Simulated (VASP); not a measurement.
# Sc3InC (Pm-3m) in VASP: a series of runs

Sc3InC is run at these levels: LDA; tasks: single point.

Program: VASP 6.6.1. These are calculated values, not measurements. Logs are shortened: lines on timing, memory, paths and dates and some standing lists are left out, and cuts for length are marked.

**1. The cell of the first run**

The structure is cubic, space group Pm-3m (No. 221). The conventional cell has a = 4.551 Å, b = 4.551 Å, c = 4.551 Å, α = 90.00°, β = 90.00°, γ = 90.00°. Sc (site symmetry 4/mmm) has 2 C at 2.28 Å within 3.0 Å. In (site symmetry m-3m) has 12 Sc at 3.22 Å and 8 C at 3.94 Å within 4.2 Å. Within 3.0 Å of C (site symmetry m-3m) lie 6 Sc at 2.28 Å.

**2. Single point, LDA**

The input, INCAR:

```
SYSTEM = Sc3InC
  PREC = Accurate
  ENCUT = 520
  EDIFF = 1E-6
  ISMEAR = -1
  SIGMA = 0.3
  LREAL = .False.
  LASPH = .True.
  NELM = 80
  ALGO = Normal
  ISIF = 2
  LWAVE = .False.
  LCHARG = .False.
  GGA = CA
  NBANDS = 33
```

The input, KPOINTS:

```
Automatic mesh
0
Gamma
  5 5 5
  0 0 0
```

The input, POSCAR:

```
Sc3InC
1.0
    4.5506200000      0.0000000000      0.0000000000
    0.0000000000      4.5506200000      0.0000000000
    0.0000000000      0.0000000000      4.5506200000
Sc In C
3 1 1
Direct
    0.5000000000      0.0000000000      0.5000000000
    0.0000000000      0.5000000000      0.5000000000
    0.5000000000      0.5000000000      0.0000000000
    0.0000000000      0.0000000000      0.0000000000
    0.5000000000      0.5000000000      0.5000000000
```

Potentials or basis: VASP PAW LDA potentials, release 64 (Sc_sv, In_d, C).

Launch:

```bash
$ cat potpaw_LDA.64/Sc_sv/POTCAR potpaw_LDA.64/In_d/POTCAR potpaw_LDA.64/C/POTCAR > POTCAR
$ mpirun -np 1 vasp_std > vasp.out
```

OUTCAR:

```text
SYSTEM = Sc3InC
   PREC = Accurate
   ENCUT = 520
   EDIFF = 1E-6
   ISMEAR = -1
   LREAL = .False.
   LASPH = .True.
   NELM = 80
   ISIF = 2
   GGA = CA

 ion  position               nearest neighbor table
   1  0.500  0.000  0.500-   5 2.28   5 2.28   4 3.22   2 3.22   3 3.22   4 3.22   2 3.22   3 3.22
                             3 3.22   3 3.22   2 3.22   4 3.22   4 3.22   2 3.22
   2  0.000  0.500  0.500-   5 2.28   5 2.28   4 3.22   1 3.22   3 3.22   4 3.22   1 3.22   4 3.22
                             4 3.22   1 3.22   3 3.22   3 3.22   3 3.22   1 3.22
   3  0.500  0.500  0.000-   5 2.28   5 2.28   4 3.22   1 3.22   1 3.22   2 3.22   2 3.22   1 3.22
                             4 3.22   1 3.22   2 3.22   4 3.22   2 3.22   4 3.22
   4  0.000  0.000  0.000-   1 3.22   2 3.22   3 3.22   1 3.22   2 3.22   2 3.22   3 3.22   2 3.22
                             1 3.22   3 3.22   1 3.22   3 3.22
   5  0.500  0.500  0.500-   1 2.28   2 2.28   3 2.28   3 2.28   1 2.28   2 2.28

  LATTYP: Found a simple cubic cell.
 ALAT       =     4.5506200000

  Lattice vectors:

 A1 = (   4.5506200000,   0.0000000000,   0.0000000000)
 A2 = (   0.0000000000,   4.5506200000,   0.0000000000)
 A3 = (   0.0000000000,   0.0000000000,   4.5506200000)

Analysis of symmetry for initial positions (statically):
=====================================================================
 Subroutine PRICEL returns:
 Original cell was already a primitive cell.

 Routine SETGRP: Setting up the symmetry group for a
 simple cubic supercell.

 Subroutine GETGRP returns: Found 48 space group operations
 (whereof 48 operations were pure point group operations)
 out of a pool of 48 trial point group operations.

The static configuration has the point symmetry O_h .

Analysis of symmetry for dynamics (positions and initial velocities):
=====================================================================
 Subroutine PRICEL returns:
 Original cell was already a primitive cell.

 Routine SETGRP: Setting up the symmetry group for a
 simple cubic supercell.

 Subroutine GETGRP returns: Found 48 space group operations
 (whereof 48 operations were pure point group operations)
 out of a pool of 48 trial point group operations.

The dynamic configuration has the point symmetry O_h .

 Subroutine INISYM returns: Found 48 space group operations
 (whereof 48 operations are pure point group operations),
 and found     1 'primitive' translations

----------------------------------------------------------------------------------------

                                     Primitive cell

  volume of cell :      94.2349

  direct lattice vectors                    reciprocal lattice vectors
     4.550620000  0.000000000  0.000000000     0.219750276  0.000000000  0.000000000
     0.000000000  4.550620000  0.000000000     0.000000000  0.219750276  0.000000000
     0.000000000  0.000000000  4.550620000     0.000000000  0.000000000  0.219750276

  length of vectors
     4.550620000  4.550620000  4.550620000     0.219750276  0.219750276  0.219750276

  position of ions in fractional coordinates (direct lattice)
     0.500000000  0.000000000  0.500000000
     0.000000000  0.500000000  0.500000000
     0.500000000  0.500000000  0.000000000
     0.000000000  0.000000000  0.000000000
     0.500000000  0.500000000  0.500000000

  ion indices of the primitive-cell ions
   primitive index   ion index
                 1           1
                 2           2
                 3           3
                 4           4
                 5           5

----------------------------------------------------------------------------------------

 KPOINTS: Automatic mesh

Automatic generation of k-mesh.
 Grid dimensions read from file:
 generate k-points for:    5    5    5

 Generating k-lattice:

  Cartesian coordinates                     Fractional coordinates (reciprocal lattice)
     0.043950055  0.000000000  0.000000000     0.200000000  0.000000000  0.000000000
     0.000000000  0.043950055  0.000000000     0.000000000  0.200000000  0.000000000
     0.000000000  0.000000000  0.043950055     0.000000000  0.000000000  0.200000000

  Length of vectors
     0.043950055  0.043950055  0.043950055

  Shift w.r.t. Gamma in fractional coordinates (k-lattice)
     0.000000000  0.000000000  0.000000000

 Subroutine IBZKPT returns following result:
 ===========================================

 Found     10 irreducible k-points:

 Following reciprocal coordinates:
            Coordinates               Weight
  0.000000  0.000000  0.000000      1.000000
  0.200000  0.000000  0.000000      6.000000
  0.400000  0.000000  0.000000      6.000000
  0.200000  0.200000  0.000000     12.000000
  0.400000  0.200000  0.000000     24.000000
  0.400000  0.400000  0.000000     12.000000
  0.200000  0.200000  0.200000      8.000000
  0.400000  0.200000  0.200000     24.000000
  0.400000  0.400000  0.200000     24.000000
  0.400000  0.400000  0.400000      8.000000
   k-points           NKPTS =     10   k-points in BZ     NKDIM =     10   number of bands    NBANDS=     33
   number of dos      NEDOS =    301   number of ions     NIONS =      5
   total plane-waves  NPLWV =  46656
   dimension x,y,z NGX =    36 NGY =   36 NGZ =   36
   dimension x,y,z NGXF=    72 NGYF=   72 NGZF=   72
   ions per type =               3   1   1
   NGX,Y,Z   is equivalent  to a cutoff of  13.15, 13.15, 13.15 a.u.
   NGXF,Y,Z  is equivalent  to a cutoff of  26.30, 26.30, 26.30 a.u.
 SYSTEM =  Sc3InC
   PREC   = accura    normal or accurate (medium, high low for compatibility)
   ISTART =      0    job   : 0-new  1-cont  2-samecut
   ICHARG =      2    charge: 1-file 2-atom 10-const
   ISPIN  =      1    spin polarized calculation?
   LNONCOLLINEAR =      F non collinear calculations
   LSORBIT =      F    spin-orbit coupling
   LASPH  =      T    aspherical Exc in radial PAW
   ENCUT  =  520.0 eV  38.22 Ry    6.18 a.u.   8.46  8.46  8.46*2*pi/ulx,y,z
   NELM   =     80;   NELMIN=  2; NELMDL= -5     # of ELM steps
   EDIFF  = 0.1E-05   stopping-criterion for ELM
   LREAL  =      F    real-space projection
   EDIFFG = 0.1E-04   stopping-criterion for IOM
   NSW    =      0    number of steps for IOM
   IBRION =     -1    ionic relax: 0-MD 1-quasi-New 2-CG
   NFREE  =      0    steps in history (QN), initial steepest desc. (CG)
   ISIF   =      2    stress and relaxation
   ISYM   =      2    0-nonsym 1-usesym 2-fastsym
   POTIM  = 0.5000    time-step for ionic-motion
   TEBEG  =    0.0;   TEEND  =   0.0 temperature during run
   PSTRESS=    0.0 pullay stress
   NELECT =      50.0000    total number of electrons
   NUPDOWN=      -1.0000    fix difference up-down
   EMIN   =  10.00;   EMAX   =-10.00  energy-range for DOS
   EFERMI =   0.00;   METHOD = LEGACY
   ISMEAR =    -1;   SIGMA  =   0.30  broadening in eV -4-tet -1-fermi 0-gaus
   EFERMI_NEDOS =   21; number of points for ismear=-14 and -15
   IALGO  =     38    algorithm
   IMIX   =      4    mixing-type and parameters
     AMIX     =   0.40;   BMIX     =  1.00
     AMIX_MAG =   1.60;   BMIX_MAG =  1.00
  volume/ion in A,a.u.               =      18.85       127.19
  Fermi-wavevector in a.u.,A,eV,Ry     =   1.325341  2.504531 23.899020  1.756528
  Thomas-Fermi vector in A             =   2.454809
   LORBIT       =      0    0 simple, 1 ext, 2 COOP (PROOUT), +10 PAW based schemes
   GGA     = CA    functional components
   LHFCALC =     F    Hartree Fock is set to
   AEXX    =    0.0000 exact exchange contribution
   IVDW    =     0    specifies the selected vdW correction
   LEPSILON=     F    determine dielectric tensor
   LRPA    =     F    only Hartree local field effects (RPA)
 non-spin polarized calculation
  energy-cutoff  :      520.00
  volume of cell :       94.23
 maximum number of plane-waves:      2550
 NGX is ok and might be reduce to    36
   NGX = 17   NGY = 17   NGZ = 17

 number of electron      50.0000026 magnetization

 Free energy of the ion-electron system (eV)
  ---------------------------------------------------
  ext. energy  EPLUGINS =         0.00000000
  ---------------------------------------------------
  free energy    TOTEN  =       -37.44843557 eV

  energy without entropy =      -36.67677910  energy(sigma->0) =      -37.06260733

 E-fermi :   5.2336     XC(G=0): -10.9348

 val. band max:        5.2111515202   @ k =   0.0000   0.0000   0.0000
 cond. band min:       5.3051354384   @ k =   0.2000   0.0000   0.0000
 fundamental gap:      0.0939839182
 Fermi energy:         5.2335808217

 k-point     1 :       0.0000    0.0000    0.0000
  band No.  band energies     occupation
      1     -43.3139      2.00000
      2     -43.2334      2.00000
      3     -43.2334      2.00000
      4     -22.4482      2.00000
      5     -22.4482      2.00000
      6     -22.4482      2.00000
[... 25 lines left out ...]
     32       7.8066      0.00038
     33       7.8209      0.00036

 k-point     2 :       0.2000    0.0000    0.0000
  band No.  band energies     occupation
      1     -43.3071      2.00000
      2     -43.2401      2.00000
      3     -43.2333      2.00000
      4     -22.4309      2.00000
      5     -22.4309      2.00000
      6     -22.4247      2.00000
[... 25 lines left out ...]
     32       8.5558      0.00003
     33       8.7433      0.00002
[... 250 lines left out ...]
     32       8.1147      0.00013
     33       8.2034      0.00010

 k-point    10 :       0.4000    0.4000    0.4000
  band No.  band energies     occupation
      1     -43.2649      2.00000
      2     -43.2572      2.00000
      3     -43.2572      2.00000
      4     -22.4989      2.00000
      5     -22.4501      2.00000
      6     -22.4501      2.00000
[... 25 lines left out ...]
     32       8.1931      0.00010
     33       8.1935      0.00010

------------------------ aborting loop because EDIFF is reached ----------------------------------------

  FORCE on cell =-STRESS in cart. coord.  units (eV):
  Direction    XX          YY          ZZ          XY          YZ          ZX
  --------------------------------------------------------------------------------------
  -------------------------------------------------------------------------------------
  Total       -3.1524787     -3.1524787     -3.1524787      0.0000000      0.0000000      0.0000000
  in kB      -53.5983022    -53.5983022    -53.5983022      0.0000000      0.0000000      0.0000000
  external PRESSURE =     -53.5983022 kB  Pullay stress =       0.0000000 kB

 VOLUME and BASIS-vectors are now :
 -----------------------------------------------------------------------------
  energy-cutoff  :      520.00
  volume of cell :       94.23
      direct lattice vectors                 reciprocal lattice vectors
     4.550620000  0.000000000  0.000000000     0.219750276  0.000000000  0.000000000
     0.000000000  4.550620000  0.000000000     0.000000000  0.219750276  0.000000000
     0.000000000  0.000000000  4.550620000     0.000000000  0.000000000  0.219750276

 POSITION                                       TOTAL-FORCE (eV/Angst)
 -----------------------------------------------------------------------------------
      2.27531      0.00000      2.27531         0.000000      0.000000      0.000000
      0.00000      2.27531      2.27531         0.000000      0.000000      0.000000
      2.27531      2.27531      0.00000         0.000000      0.000000      0.000000
      0.00000      0.00000      0.00000         0.000000      0.000000      0.000000
      2.27531      2.27531      2.27531         0.000000      0.000000      0.000000
 -----------------------------------------------------------------------------------
    total drift:                                0.000000      0.000000      0.000000

  FREE ENERGIE OF THE ION-ELECTRON SYSTEM (eV)
  ---------------------------------------------------
  free  energy   TOTEN  =       -37.4484355655 eV

  energy  without entropy=      -36.6767790983  energy(sigma->0) =      -37.06260733
```

Run time: 27 s. Hardware: 1 thread of Intel Xeon Platinum 8488C (Sapphire Rapids), shared host; peak memory 0.18 GiB.

What came out:

```
Free energy            : -37.4484 eV
Pressure               : -5.4 GPa
Band gap on the k mesh : zero (bands 25 and 26 overlap by 0.09 eV)
```

Caveat: the cell stands under tension; so wide a smearing shifts energies and pressures; spin-orbit coupling is left out, which moves the levels of the heavy elements.

**3. Single point, LDA**

The input, INCAR:

```
SYSTEM = Sc3InC
  PREC = Accurate
  ENCUT = 520
  EDIFF = 1E-6
  ISMEAR = -1
  SIGMA = 0.2
  LREAL = .False.
  LASPH = .True.
  NELM = 60
  ALGO = Normal
  ISIF = 2
  LWAVE = .False.
  LCHARG = .True.
  GGA = CA
  LELF = .True.
  LVHAR = .True.
  NBANDS = 33
```

The input, KPOINTS:

```
regular mesh
0
Gamma
  5 5 5
  0 0 0
```

POSCAR is that of step 2.

Potentials or basis: VASP PAW LDA potentials, release 64 (Sc_sv, In_d, C).

Launch:

```bash
$ cat potpaw_LDA.64/Sc_sv/POTCAR potpaw_LDA.64/In_d/POTCAR potpaw_LDA.64/C/POTCAR > POTCAR
$ mpirun -np 1 vasp_std > vasp.out
```

It took 28 s on 1 thread of Intel Xeon Platinum 8488C (Sapphire Rapids), shared host; peak memory 0.18 GiB.

It converged, with:

```
Free energy            : -37.2520 eV
Pressure               : -5.7 GPa
Band gap on the k mesh : zero (bands 25 and 26 overlap by 0.07 eV)
```

Levels at points of the mesh, in eV from the Fermi level:
```tsv
k point	band 22	band 23	band 24	band 25	band 26	band 27	band 28	band 29
(0.00, 0.00, 0.00)	-1.06	-0.35	-0.35	0.00	0.00	0.00	2.44	2.44
```

Caveat: the cell stands under tension; spin-orbit coupling is left out, which moves the levels of the heavy elements.

**4. Single point, LDA**

INCAR, as its differences from that of step 3:

```diff
@@ -3,5 +3,5 @@
   ENCUT = 520
-  EDIFF = 1E-6
+  EDIFF = 1E-7
   ISMEAR = -1
-  SIGMA = 0.2
+  SIGMA = 0.1
   LREAL = .False.
```

The input, KPOINTS:

```
Automatic mesh
0
Gamma
  5 5 5
  0 0 0
```

POSCAR is that of step 3.

Potentials or basis: VASP PAW LDA potentials, release 64 (Sc_sv, In_d, C).

Launch:

```bash
$ cat potpaw_LDA.64/Sc_sv/POTCAR potpaw_LDA.64/In_d/POTCAR potpaw_LDA.64/C/POTCAR > POTCAR
$ mpirun -np 1 vasp_std > vasp.out
```

OUTCAR:

```text
SYSTEM = Sc3InC
   PREC = Accurate
   ENCUT = 520
   EDIFF = 1E-7
   ISMEAR = -1
   LREAL = .False.
   LASPH = .True.
   NELM = 60
   ISIF = 2
   GGA = CA

 ion  position               nearest neighbor table
   1  0.500  0.000  0.500-   5 2.28   5 2.28   4 3.22   2 3.22   3 3.22   4 3.22   2 3.22   3 3.22
                             3 3.22   3 3.22   2 3.22   4 3.22   4 3.22   2 3.22
   2  0.000  0.500  0.500-   5 2.28   5 2.28   4 3.22   1 3.22   3 3.22   4 3.22   1 3.22   4 3.22
                             4 3.22   1 3.22   3 3.22   3 3.22   3 3.22   1 3.22
   3  0.500  0.500  0.000-   5 2.28   5 2.28   4 3.22   1 3.22   1 3.22   2 3.22   2 3.22   1 3.22
                             4 3.22   1 3.22   2 3.22   4 3.22   2 3.22   4 3.22
   4  0.000  0.000  0.000-   1 3.22   2 3.22   3 3.22   1 3.22   2 3.22   2 3.22   3 3.22   2 3.22
                             1 3.22   3 3.22   1 3.22   3 3.22
   5  0.500  0.500  0.500-   1 2.28   2 2.28   3 2.28   3 2.28   1 2.28   2 2.28

  LATTYP: Found a simple cubic cell.
 ALAT       =     4.5506200000

  Lattice vectors:

 A1 = (   4.5506200000,   0.0000000000,   0.0000000000)
 A2 = (   0.0000000000,   4.5506200000,   0.0000000000)
 A3 = (   0.0000000000,   0.0000000000,   4.5506200000)
[... 169 lines left out ...]
 cond. band min:       5.0913828892   @ k =   0.2000   0.0000   0.0000
 fundamental gap:      0.1181395497
 Fermi energy:         5.0906992422

 k-point     1 :       0.0000    0.0000    0.0000
  band No.  band energies     occupation
      1     -43.4218      2.00000
      2     -43.3417      2.00000
      3     -43.3417      2.00000
      4     -22.5484      2.00000
      5     -22.5484      2.00000
      6     -22.5484      2.00000
[... 349 lines left out ...]
     32       8.1271      0.00000
     33       8.1272      0.00000

------------------------ aborting loop because EDIFF is reached ----------------------------------------

  FORCE on cell =-STRESS in cart. coord.  units (eV):
  Direction    XX          YY          ZZ          XY          YZ          ZX
  --------------------------------------------------------------------------------------
  -------------------------------------------------------------------------------------
  Total       -3.4728999     -3.4728999     -3.4728999      0.0000000     -0.0000000     -0.0000000
  in kB      -59.0460878    -59.0460878    -59.0460878      0.0000000     -0.0000000     -0.0000000
  external PRESSURE =     -59.0460878 kB  Pullay stress =       0.0000000 kB

 VOLUME and BASIS-vectors are now :
 -----------------------------------------------------------------------------
  energy-cutoff  :      520.00
  volume of cell :       94.23
      direct lattice vectors                 reciprocal lattice vectors
     4.550620000  0.000000000  0.000000000     0.219750276  0.000000000  0.000000000
     0.000000000  4.550620000  0.000000000     0.000000000  0.219750276  0.000000000
     0.000000000  0.000000000  4.550620000     0.000000000  0.000000000  0.219750276

 POSITION                                       TOTAL-FORCE (eV/Angst)
 -----------------------------------------------------------------------------------
      2.27531      0.00000      2.27531         0.000000      0.000000      0.000000
      0.00000      2.27531      2.27531         0.000000      0.000000      0.000000
      2.27531      2.27531      0.00000         0.000000      0.000000      0.000000
      0.00000      0.00000      0.00000         0.000000      0.000000      0.000000
      2.27531      2.27531      2.27531         0.000000      0.000000      0.000000
 -----------------------------------------------------------------------------------
    total drift:                                0.000000      0.000000      0.000000

  FREE ENERGIE OF THE ION-ELECTRON SYSTEM (eV)
  ---------------------------------------------------
  free  energy   TOTEN  =       -37.1630554342 eV

  energy  without entropy=      -37.1173594739  energy(sigma->0) =      -37.14020745
```

OSZICAR:

```text
N       E                     dE             d eps       ncg     rms          rms(c)
DAV:   1     0.876799952300E+03    0.87680E+03   -0.22287E+04   668   0.181E+03
DAV:   2     0.615533424556E+02   -0.81525E+03   -0.80073E+03   876   0.711E+02
DAV:   3    -0.372812620239E+02   -0.98835E+02   -0.95158E+02  1036   0.305E+02
DAV:   4    -0.456277466678E+02   -0.83465E+01   -0.81970E+01  1094   0.746E+01
DAV:   5    -0.460431164249E+02   -0.41537E+00   -0.41456E+00  1160   0.192E+01    0.180E+01
DAV:   6    -0.375411083227E+02    0.85020E+01   -0.49956E+01  1013   0.406E+01    0.622E+00
DAV:   7    -0.372837591878E+02    0.25735E+00   -0.23630E+00  1064   0.111E+01    0.325E+00
DAV:   8    -0.371879519377E+02    0.95807E-01   -0.66962E-01  1015   0.438E+00    0.108E+00
DAV:   9    -0.371666635411E+02    0.21288E-01   -0.16741E-01  1144   0.200E+00    0.590E-01
DAV:  10    -0.371634479982E+02    0.32155E-02   -0.15071E-02   976   0.916E-01    0.244E-01
DAV:  11    -0.371630562415E+02    0.39176E-03   -0.51859E-03  1128   0.308E-01    0.756E-02
DAV:  12    -0.371630552798E+02    0.96168E-06   -0.18548E-04  1176   0.997E-02    0.226E-02
DAV:  13    -0.371630556022E+02   -0.32237E-06   -0.10553E-05  1024   0.269E-02    0.622E-03
DAV:  14    -0.371630553631E+02    0.23905E-06   -0.14207E-06   824   0.940E-03    0.322E-03
DAV:  15    -0.371630554342E+02   -0.71036E-07   -0.76151E-07   832   0.551E-03
   1 F= -.37163055E+02 E0= -.37140207E+02  d E =-.456960E-01
```

Run time: 30 s. Hardware: 1 thread of Intel Xeon Platinum 8488C (Sapphire Rapids), shared host; peak memory 0.18 GiB.

Results:

```yaml
Free_energy: -37.1631 eV
Pressure: -5.9 GPa
Band_gap_on_the_k_mesh: zero (bands 25 and 26 overlap by 0.06 eV)
```

Caveat: the cell stands under tension; spin-orbit coupling is left out, which moves the levels of the heavy elements.

(Part 1 of 2 ends here.)
